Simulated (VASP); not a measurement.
# HfC (Fm-3m) in VASP: further runs

The runs below take HfC through single point, with PBEsol.

Everything below comes from runs of VASP 6.6.1. Logs are shortened: lines on timing, memory, paths and dates and some standing lists are left out, and cuts for length are marked.

### 1 The cell of the first run

The structure is cubic, space group Fm-3m (No. 225). Conventional cell: a = 4.415 Å, b = 4.415 Å, c = 4.415 Å, α = 90.00°, β = 90.00°, γ = 90.00°. Hf (site symmetry m-3m) has 6 C at 2.21 Å within 2.9 Å. C (site symmetry m-3m) has 6 Hf at 2.21 Å within 2.9 Å.

### 2 Single point, PBEsol (10.76 Å³/atom)

INCAR

```
SYSTEM = HfC
ALGO = Normal
EDIFF = 1E-6
ENCUT = 520
GGA = PS
ISIF = 2
ISMEAR = 0
LASPH = .True.
LCHARG = .False.
LREAL = .False.
LWAVE = .False.
NBANDS = 14
NELM = 100
PREC = Accurate
SIGMA = 0.1
```

KPOINTS

```
k-points
0
Gamma
  16 16 16
  0 0 0
```

POSCAR

```
HfC
1.0
    0.0000000000      2.2075608269      2.2075608269
    2.2075608269      0.0000000000      2.2075608269
    2.2075608269      2.2075608269      0.0000000000
Hf C
1 1
Direct
    0.5000000000      0.5000000000      0.5000000000
    0.0000000000      0.0000000000      0.0000000000
```

Potentials or basis: VASP PAW PBE potentials, release 64 (Hf_pv, C).

On the command line:

```console
> cat potpaw_PBE.64/Hf_pv/POTCAR potpaw_PBE.64/C/POTCAR > POTCAR
> mpirun -np 1 vasp_std > vasp.out
```

OUTCAR:

```text
SYSTEM = HfC
   EDIFF = 1E-6
   ENCUT = 520
   GGA = PS
   ISIF = 2
   ISMEAR = 0
   LASPH = .True.
   LREAL = .False.
   NELM = 100
   PREC = Accurate

 ion  position               nearest neighbor table
   1  0.500  0.500  0.500-   2 2.21   2 2.21   2 2.21   2 2.21   2 2.21   2 2.21
   2  0.000  0.000  0.000-   1 2.21   1 2.21   1 2.21   1 2.21   1 2.21   1 2.21

  LATTYP: Found a face centered cubic cell.
 ALAT       =     4.4151216538

  Lattice vectors:

 A1 = (   0.0000000000,   2.2075608269,   2.2075608269)
 A2 = (   2.2075608269,   0.0000000000,   2.2075608269)
 A3 = (   2.2075608269,   2.2075608269,   0.0000000000)

Analysis of symmetry for initial positions (statically):
=====================================================================
 Subroutine PRICEL returns:
 Original cell was already a primitive cell.

 Routine SETGRP: Setting up the symmetry group for a
 face centered cubic supercell.

 Subroutine GETGRP returns: Found 48 space group operations
 (whereof 48 operations were pure point group operations)
 out of a pool of 48 trial point group operations.

The static configuration has the point symmetry O_h .

Analysis of symmetry for dynamics (positions and initial velocities):
=====================================================================
 Subroutine PRICEL returns:
 Original cell was already a primitive cell.

 Routine SETGRP: Setting up the symmetry group for a
 face centered cubic supercell.

 Subroutine GETGRP returns: Found 48 space group operations
 (whereof 48 operations were pure point group operations)
 out of a pool of 48 trial point group operations.

The dynamic configuration has the point symmetry O_h .

 Subroutine INISYM returns: Found 48 space group operations
 (whereof 48 operations are pure point group operations),
 and found     1 'primitive' translations

----------------------------------------------------------------------------------------

                                     Primitive cell

  volume of cell :      21.5163

  direct lattice vectors                    reciprocal lattice vectors
     0.000000000  2.207560827  2.207560827    -0.226494325  0.226494325  0.226494325
     2.207560827  0.000000000  2.207560827     0.226494325 -0.226494325  0.226494325
     2.207560827  2.207560827  0.000000000     0.226494325  0.226494325 -0.226494325

  length of vectors
     3.121962461  3.121962461  3.121962461     0.392299679  0.392299679  0.392299679

  position of ions in fractional coordinates (direct lattice)
[... 90 lines left out ...]
   NELECT =      14.0000    total number of electrons
   NUPDOWN=      -1.0000    fix difference up-down
   EMIN   =  10.00;   EMAX   =-10.00  energy-range for DOS
   EFERMI =   0.00;   METHOD = LEGACY
   ISMEAR =     0;   SIGMA  =   0.10  broadening in eV -4-tet -1-fermi 0-gaus
   EFERMI_NEDOS =   21; number of points for ismear=-14 and -15
   IALGO  =     38    algorithm
   IMIX   =      4    mixing-type and parameters
     AMIX     =   0.40;   BMIX     =  1.00
     AMIX_MAG =   1.60;   BMIX_MAG =  1.00
  volume/ion in A,a.u.               =      10.76        72.60
  Fermi-wavevector in a.u.,A,eV,Ry     =   1.418605  2.680775 27.380912  2.012440
  Thomas-Fermi vector in A             =   2.539713
   LORBIT       =      0    0 simple, 1 ext, 2 COOP (PROOUT), +10 PAW based schemes
   GGA     = PS    functional components
   LHFCALC =     F    Hartree Fock is set to
   AEXX    =    0.0000 exact exchange contribution
   IVDW    =     0    specifies the selected vdW correction
   LEPSILON=     F    determine dielectric tensor
   LRPA    =     F    only Hartree local field effects (RPA)
 non-spin polarized calculation
 Gauss-broadening in eV      SIGMA  =   0.10
  energy-cutoff  :      520.00
  volume of cell :       21.52
 maximum number of plane-waves:       604
   NGX = 11   NGY = 11   NGZ = 11

 number of electron      14.0000002 magnetization

 Free energy of the ion-electron system (eV)
  ---------------------------------------------------
  ext. energy  EPLUGINS =         0.00000000
  ---------------------------------------------------
  free energy    TOTEN  =       -21.85803953 eV

  energy without entropy =      -21.85647733  energy(sigma->0) =      -21.85725843

 E-fermi :   7.0473     XC(G=0): -13.2043

 val. band max:        7.0191369327   @ k =   0.3750   0.3125   0.0000
 cond. band min:       7.1191268235   @ k =   0.4375   0.4375   0.0000
 fundamental gap:      0.0999898908
 Fermi energy:         7.0473041884

 k-point     1 :       0.0000    0.0000    0.0000
  band No.  band energies     occupation
      1     -21.6850      2.00000
      2     -21.6850      2.00000
      3     -21.6850      2.00000
      4      -6.0080      2.00000
      5       8.1771      0.00000
      6       8.1771      0.00000
      7       8.1771      0.00000
      8       8.4141      0.00000
      9       8.4141      0.00000
     10       8.4141      0.00000
     11      10.9049      0.00000
     12      10.9049      0.00000
     13      15.8478      0.00000
     14      18.4619      0.00000
[... 377 lines left out ...]
      1     -21.8077      2.00000
      2     -21.7171      2.00000
      3     -21.6872      2.00000
      4      -5.6705      2.00000
      5       6.5958      2.00000
      6       6.8735      1.98605
      7       6.9811      1.65093
      8       8.6056      0.00000
      9       9.4294      0.00000
     10       9.4310      0.00000
     11      11.6537      0.00000
     12      12.6912      0.00000
     13      16.4000      0.00000
     14      19.3459      0.00000

 [... further k-points ...]

------------------------ aborting loop because EDIFF is reached ----------------------------------------

  FORCE on cell =-STRESS in cart. coord.  units (eV):
  Direction    XX          YY          ZZ          XY          YZ          ZX
  --------------------------------------------------------------------------------------
  -------------------------------------------------------------------------------------
  Total        5.5578878      5.5578878      5.5578878      0.0000000      0.0000000     -0.0000000
  in kB      413.8589277    413.8589277    413.8589277      0.0000000      0.0000000     -0.0000000
  external PRESSURE =     413.8589277 kB  Pullay stress =       0.0000000 kB

 VOLUME and BASIS-vectors are now :
 -----------------------------------------------------------------------------
  energy-cutoff  :      520.00
  volume of cell :       21.52
      direct lattice vectors                 reciprocal lattice vectors
     0.000000000  2.207560827  2.207560827    -0.226494325  0.226494325  0.226494325
     2.207560827  0.000000000  2.207560827     0.226494325 -0.226494325  0.226494325
     2.207560827  2.207560827  0.000000000     0.226494325  0.226494325 -0.226494325

 POSITION                                       TOTAL-FORCE (eV/Angst)
 -----------------------------------------------------------------------------------
      2.20756      2.20756      2.20756         0.000000      0.000000      0.000000
      0.00000      0.00000      0.00000        -0.000000     -0.000000     -0.000000
 -----------------------------------------------------------------------------------
    total drift:                                0.000000     -0.000000      0.000000

  FREE ENERGIE OF THE ION-ELECTRON SYSTEM (eV)
  ---------------------------------------------------
  free  energy   TOTEN  =       -21.8580395276 eV

  energy  without entropy=      -21.8564773263  energy(sigma->0) =      -21.85725843
```

It took 34 s on 1 thread of Intel Xeon 8259CL, shared host; peak memory 0.17 GiB.

What came out:

```
Free energy            : -21.8580 eV
Pressure               : 41.4 GPa
Band gap on the k mesh : zero (bands 7 and 8 overlap by 1.54 eV)
```

Levels at points of the mesh, in eV from the Fermi level:
| k point | band 3 | band 4 | band 5 | band 6 | band 7 | band 8 | band 9 | band 10 | band 11 | band 12 |
| --- | --- | --- | --- | --- | --- | --- | --- | --- | --- | --- |
| (0.00, 0.00, 0.00) | -28.73 | -13.06 | 1.13 | 1.13 | 1.13 | 1.37 | 1.37 | 1.37 | 3.86 | 3.86 |
| (0.50, 0.00, 0.00) | -28.85 | -8.21 | -6.90 | -3.57 | -3.57 | 6.25 | 6.25 | 6.82 | 7.34 | 13.59 |
| (0.50, 0.50, 0.00) | -29.14 | -11.11 | -2.42 | -2.28 | 0.15 | 0.15 | 6.26 | 8.06 | 8.06 | 10.50 |

Caveat: the cell stands under pressure; the PAW data sets were made with another functional, which shifts forces and pressure a little; spin-orbit coupling is left out, which moves the levels of the heavy elements.

### 3 Single point, PBEsol (11.12 Å³/atom)

This run uses another cell than the first one, of 11.12 Å³/atom.

INCAR

```
SYSTEM = HfC
PREC     = Accurate       ! precision mode
ENCUT    = 520            ! plane-wave cutoff, eV
EDIFF    = 1E-6           ! SCF threshold, eV
ISMEAR   = 0              ! smearing method
SIGMA    = 0.1            ! smearing width, eV
LREAL    = .FALSE.        ! projectors in reciprocal space
LASPH    = .TRUE.         ! aspherical terms in the spheres
NELM     = 80             ! most SCF steps
ALGO     = Normal         ! electronic algorithm
ISIF     = 2              ! what is computed and relaxed
LWAVE    = .FALSE.        ! write WAVECAR
LCHARG   = .FALSE.        ! write CHGCAR
GGA      = PS             ! functional
NBANDS   = 14             ! bands
```

KPOINTS

```
regular mesh
0
G
  16 16 16
  0 0 0
```

POSCAR

```
HfC
1.0
    0.0000000000      2.2323669574      2.2323669574
    2.2323669574      0.0000000000      2.2323669574
    2.2323669574      2.2323669574      0.0000000000
Hf C
1 1
Direct
    0.5000000000      0.5000000000      0.5000000000
    0.0000000000      0.0000000000      0.0000000000
```

Potentials or basis: VASP PAW PBE potentials, release 64 (Hf_pv, C).

On the command line:

```console
> cat potpaw_PBE.64/Hf_pv/POTCAR potpaw_PBE.64/C/POTCAR > POTCAR
> mpirun -np 1 vasp_std > vasp.out
```

It took 33 s on 1 thread of Intel Xeon 8259CL, shared host; peak memory 0.18 GiB.

It converged, with:

```
Free energy            : -22.0173 eV
Pressure               : 28.4 GPa
Band gap on the k mesh : zero (bands 7 and 8 overlap by 1.52 eV)
```

Levels at points of the mesh, in eV from the Fermi level:
```tsv
k point	band 3	band 4	band 5	band 6	band 7	band 8	band 9	band 10	band 11	band 12
(0.00, 0.00, 0.00)	-28.89	-12.88	1.12	1.12	1.12	1.38	1.38	1.38	3.76	3.76
(0.50, 0.00, 0.00)	-28.99	-8.28	-6.73	-3.42	-3.42	6.05	6.05	6.60	7.17	13.10
(0.50, 0.50, 0.00)	-29.25	-10.93	-2.36	-2.27	0.10	0.10	6.05	7.77	7.77	10.01
```

Caveat: the cell stands under pressure; the PAW data sets were made with another functional, which shifts forces and pressure a little; spin-orbit coupling is left out, which moves the levels of the heavy elements.

### 4 Single point, PBEsol (11.49 Å³/atom)

This run uses another cell than the first one, of 11.49 Å³/atom.

INCAR

```
ALGO     = Normal         # electronic algorithm
EDIFF    = 1E-7           # SCF threshold, eV
ENCUT    = 520            # plane-wave cutoff, eV
GGA      = PS             # functional
ISIF     = 2              # what is computed and relaxed
ISMEAR   = 0              # smearing method
LASPH    = T              # aspherical terms in the spheres
LCHARG   = F              # write CHGCAR
LREAL    = F              # projectors in reciprocal space
LWAVE    = F              # write WAVECAR
NBANDS   = 14             # bands
NELM     = 60             # most SCF steps
PREC     = Accurate       # precision mode
SIGMA    = 0.1            # smearing width, eV
```

KPOINTS

```
k-points
0
Gamma
  16 16 16
```

POSCAR

```
HfC
1.0
    0.0000000000      2.2566337168      2.2566337168
    2.2566337168      0.0000000000      2.2566337168
    2.2566337168      2.2566337168      0.0000000000
Hf C
1 1
Direct
    0.5000000000      0.5000000000      0.5000000000
    0.0000000000      0.0000000000      0.0000000000
```

Potentials or basis: VASP PAW PBE potentials, release 64 (Hf_pv, C).

On the command line:

```console
> cat potpaw_PBE.64/Hf_pv/POTCAR potpaw_PBE.64/C/POTCAR > POTCAR
> mpirun -np 1 vasp_std > vasp.out
```

OUTCAR:

```text
EDIFF = 1E-7
   ENCUT = 520
   GGA = PS
   ISIF = 2
   ISMEAR = 0
   LASPH = T
   LREAL = F
   NELM = 60
   PREC = Accurate

 ion  position               nearest neighbor table
   1  0.500  0.500  0.500-   2 2.26   2 2.26   2 2.26   2 2.26   2 2.26   2 2.26
   2  0.000  0.000  0.000-   1 2.26   1 2.26   1 2.26   1 2.26   1 2.26   1 2.26

  LATTYP: Found a face centered cubic cell.
 ALAT       =     4.5132674336

  Lattice vectors:

 A1 = (   0.0000000000,   2.2566337168,   2.2566337168)
 A2 = (   2.2566337168,   0.0000000000,   2.2566337168)
 A3 = (   2.2566337168,   2.2566337168,   0.0000000000)

Analysis of symmetry for initial positions (statically):
=====================================================================
 Subroutine PRICEL returns:
 Original cell was already a primitive cell.

 Routine SETGRP: Setting up the symmetry group for a
 face centered cubic supercell.

 Subroutine GETGRP returns: Found 48 space group operations
 (whereof 48 operations were pure point group operations)
 out of a pool of 48 trial point group operations.

The static configuration has the point symmetry O_h .

Analysis of symmetry for dynamics (positions and initial velocities):
=====================================================================
 Subroutine PRICEL returns:
 Original cell was already a primitive cell.

 Routine SETGRP: Setting up the symmetry group for a
 face centered cubic supercell.

 Subroutine GETGRP returns: Found 48 space group operations
 (whereof 48 operations were pure point group operations)
 out of a pool of 48 trial point group operations.

The dynamic configuration has the point symmetry O_h .

 Subroutine INISYM returns: Found 48 space group operations
 (whereof 48 operations are pure point group operations),
 and found     1 'primitive' translations

----------------------------------------------------------------------------------------

                                     Primitive cell

[... 119 lines left out ...]
   LEPSILON=     F    determine dielectric tensor
   LRPA    =     F    only Hartree local field effects (RPA)
 non-spin polarized calculation
 Gauss-broadening in eV      SIGMA  =   0.10
  energy-cutoff  :      520.00
  volume of cell :       22.98
 maximum number of plane-waves:       636
   NGX = 11   NGY = 11   NGZ = 11

 number of electron      13.9999999 magnetization

 Free energy of the ion-electron system (eV)
  ---------------------------------------------------
  ext. energy  EPLUGINS =         0.00000000
  ---------------------------------------------------
  free energy    TOTEN  =       -22.12159070 eV

  energy without entropy =      -22.11951742  energy(sigma->0) =      -22.12055406

 E-fermi :   6.4894     XC(G=0): -12.8672

 val. band max:        6.4815454653   @ k =  -0.0625   0.0625   0.0000
 cond. band min:       6.5300221758   @ k =   0.4375   0.3750   0.0000
 fundamental gap:      0.0484767105
 Fermi energy:         6.4893804020

 k-point     1 :       0.0000    0.0000    0.0000
  band No.  band energies     occupation
      1     -22.5522      2.00000
      2     -22.5522      2.00000
      3     -22.5522      2.00000
      4      -6.2289      2.00000
      5       7.5894      0.00000
      6       7.5894      0.00000
      7       7.5894      0.00000
      8       7.8719      0.00000
      9       7.8719      0.00000
     10       7.8719      0.00000
     11      10.1537      0.00000
     12      10.1537      0.00000
     13      14.4418      0.00000
     14      17.7202      0.00000
[... 377 lines left out ...]
      1     -22.6471      2.00000
      2     -22.5776      2.00000
      3     -22.5544      2.00000
      4      -5.9270      2.00000
      5       6.0864      2.00000
      6       6.3778      1.88545
      7       6.4815      1.08823
      8       8.0503      0.00000
      9       8.8073      0.00000
     10       8.8100      0.00000
     11      10.8357      0.00000
     12      11.8127      0.00000
     13      15.0128      0.00000
     14      18.5347      0.00000

 [... further k-points ...]

------------------------ aborting loop because EDIFF is reached ----------------------------------------

  FORCE on cell =-STRESS in cart. coord.  units (eV):
  Direction    XX          YY          ZZ          XY          YZ          ZX
  --------------------------------------------------------------------------------------
  -------------------------------------------------------------------------------------
  Total        2.4877965      2.4877965      2.4877965      0.0000000      0.0000000      0.0000000
  in kB      173.4252046    173.4252046    173.4252046      0.0000000      0.0000000      0.0000000
  external PRESSURE =     173.4252046 kB  Pullay stress =       0.0000000 kB

 VOLUME and BASIS-vectors are now :
 -----------------------------------------------------------------------------
  energy-cutoff  :      520.00
  volume of cell :       22.98
      direct lattice vectors                 reciprocal lattice vectors
     0.000000000  2.256633717  2.256633717    -0.221568966  0.221568966  0.221568966
     2.256633717  0.000000000  2.256633717     0.221568966 -0.221568966  0.221568966
     2.256633717  2.256633717  0.000000000     0.221568966  0.221568966 -0.221568966

 POSITION                                       TOTAL-FORCE (eV/Angst)
 -----------------------------------------------------------------------------------
      2.25663      2.25663      2.25663         0.000000     -0.000000     -0.000000
      0.00000      0.00000      0.00000         0.000000      0.000000      0.000000
 -----------------------------------------------------------------------------------
    total drift:                                0.000000     -0.000000      0.000000

  FREE ENERGIE OF THE ION-ELECTRON SYSTEM (eV)
  ---------------------------------------------------
  free  energy   TOTEN  =       -22.1215906978 eV

  energy  without entropy=      -22.1195174170  energy(sigma->0) =      -22.12055406
```

stdout:

```text
POSCAR found type information on POSCAR HfC
 POSCAR found :  2 types and       2 ions
 scaLAPACK will be used
 -----------------------------------------------------------------------------
|                                                                             |
|                                                                             |
|     You enforced a specific xc type in the INCAR file but a different       |
|     I HOPE YOU KNOW WHAT YOU ARE DOING!                                     |
|                                                                             |
 -----------------------------------------------------------------------------

 LDA part: xc-table for (Slater+PW92), standard interpolation
 POSCAR, INCAR and KPOINTS ok, starting setup
 FFT: planning ... GRIDC
 FFT: planning ... GRID_SOFT
 FFT: planning ... GRID
 WAVECAR not read
 entering main loop
```

It took 33 s on 1 thread of Intel Xeon 8259CL, shared host; peak memory 0.17 GiB.

What came out:

* Free energy: -22.1216 eV
* Pressure: 17.3 GPa
* Band gap on the k mesh: zero (bands 7 and 8 overlap by 1.50 eV)

Caveat: the cell stands under pressure; the PAW data sets were made with another functional, which shifts forces and pressure a little; spin-orbit coupling is left out, which moves the levels of the heavy elements.

(Part 1 of 2 ends here.)
